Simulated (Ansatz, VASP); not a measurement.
## One calculation of Mg2C, two programs

The input POSCAR:

```
Mg2C
1.0
    0.0479836843      2.7109426181      2.7109426181
    2.7109426181      0.0479836843      2.7109426181
    2.7589263025      2.7589263025      0.0000000001
C Mg
1 2
Direct
    0.0000000000      0.0000000000      0.0000000000
    0.2505906167      0.2505906167      0.2494093833
    0.7494093833      0.7494093833      0.7505906167
```

The input INCAR.step1:

```
PREC     = Accurate       # precision mode
ENCUT    = 520            # plane-wave cutoff, eV
ISMEAR   = 0              # smearing method
SIGMA    = 0.01           # smearing width, eV
LREAL    = F              # projectors in reciprocal space
LASPH    = T              # aspherical terms in the spheres
NELM     = 80             # most SCF steps
NBANDS   = 11             # bands
GGA      = PE             # functional
ALGO     = Normal         # electronic algorithm
EDIFF    = 1E-4           # SCF threshold, eV
LWAVE    = T              # write WAVECAR
LCHARG   = F              # write CHGCAR
```

File INCAR.step2:

```
PREC     = Accurate       # precision mode
ENCUT    = 520            # plane-wave cutoff, eV
EDIFF    = 1E-6           # SCF threshold, eV
ISMEAR   = 0              # smearing method
SIGMA    = 0.01           # smearing width, eV
LREAL    = F              # projectors in reciprocal space
LASPH    = T              # aspherical terms in the spheres
NELM     = 80             # most SCF steps
ALGO     = Normal         # electronic algorithm
ISIF     = 2              # what is computed and relaxed
LWAVE    = F              # write WAVECAR
LCHARG   = F              # write CHGCAR
METAGGA  = R2SCAN         # meta-GGA
LMIXTAU  = T            
NBANDS   = 11             # bands
ISTART   = 1
```

The input KPOINTS:

```
regular mesh
0
Gamma
  8 8 8
```

Input for Ansatz:

```yaml
crystal:
  lattice:
    - [0.0479836843, 2.7109426181, 2.7109426181]
    - [2.7109426181, 0.0479836843, 2.7109426181]
    - [2.7589263025, 2.7589263025, 1.0e-10]
  atoms:
    - { symbol: C, position: [0.0, 0.0, 0.0] }
    - { symbol: Mg, position: [0.2505906167, 0.2505906167, 0.2494093833] }
    - { symbol: Mg, position: [0.7494093833, 0.7494093833, 0.7505906167] }
kpoints:
  mp_grid: { grid: [8, 8, 8] }
  band_path:
    path:
      - [0.0, 0.0, 0.0]
      - [0.5, 0.0, 0.5]
      - [0.625, 0.25, 0.625]
      - [0.375, 0.375, 0.75]
      - [0.5, 0.5, 0.5]
      - [0.5, 0.25, 0.75]
      - [0.5, 0.5, 0.0]
    npoints: 1
hamiltonian:
  xc: r2scan
scf:
  occupations: { method: fixed }
  n_extra_bands: 4
output:
  forces: true
  stress: true
  eigenvalues: true
  write_density: true
  write_potential: true
  elf: true
  volumetric_format: npy
```

Change from the starting cell: shear_xy strain +3.5%.

Alike in both runs: task single point; functional r2SCAN; k mesh 8 × 8 × 8; no spin polarisation.

|  | VASP | Ansatz |
| --- | --- | --- |
| version | VASP 6.6.1 | Ansatz 0.2.0 |
| potentials or method | VASP PAW PBE potentials, release 64 (C, Mg) | plane waves, PAW |
| plane-wave cutoff (eV) | 520 | 500 |
| occupations | gaussian, width 0.01 eV | fixed |
| valence electrons in the cell | 8 | 24 |

```csv
,VASP,Ansatz,Ansatz less VASP
gap on the k mesh at the Fermi level (eV),1.01,1.02,+0.007
pressure (GPa),-0.3,0.2,+0.42
"traceless stress, the component that is largest in VASP (GPa)",-2.20,-2.16,+0.035
```

VASP's potentials were made for PBE, not for r2SCAN. VASP's potentials hold 8 valence electrons a cell and Ansatz's 24, so a difference there can come from the potentials and not from the codes.
